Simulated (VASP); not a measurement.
# TiN: single point with r2SCAN

Crystal: TiN.

```xyz
2
Lattice="0.0000 2.1165 2.1165 2.1165 0.0000 2.1165 2.1165 2.1165 0.0000" Properties=species:S:1:pos:R:3 pbc="T T T"
Ti    0.0000    0.0000    0.0000
N     2.1165    2.1165    2.1165
```

```
Program                : VASP 6.6.1
Task                   : single point
Functional             : r2SCAN
Potentials or basis    : VASP PAW PBE potentials, release 64 (Ti_sv, N)
Cutoff                 : 520 eV
k mesh                 : 14 × 14 × 14
Occupations            : fermi-dirac, width 0.08 eV
Spin                   : no spin polarisation
Dipole correction      : no
Further INCAR settings : ALGO = Normal; EDIFF = 1e-06; NBANDS = 16
```

```
Pressure : 1.5 GPa
```

Levels at points of the mesh, in eV from the Fermi level:
| k point | band 6 | band 7 | band 8 | band 9 | band 10 | band 11 | band 12 | band 13 |
| --- | --- | --- | --- | --- | --- | --- | --- | --- |
| (0.00, 0.00, 0.00) | -2.40 | -2.40 | -2.40 | -0.63 | -0.63 | -0.63 | 0.58 | 0.58 |
| (0.50, 0.00, 0.00) | -8.55 | -5.95 | -5.95 | 1.74 | 1.74 | 2.45 | 5.97 | 5.97 |
| (0.50, 0.50, 0.00) | -6.29 | -3.63 | -3.63 | -3.13 | 1.67 | 2.45 | 2.45 | 3.73 |

Wall time 42 s on 1 thread of Intel(R) Xeon(R) 6975P-C (Granite Rapids), with other jobs on the host, peak memory 0.16 GiB.

Caveat: the PAW data sets were made with another functional, which shifts forces and pressure a little.
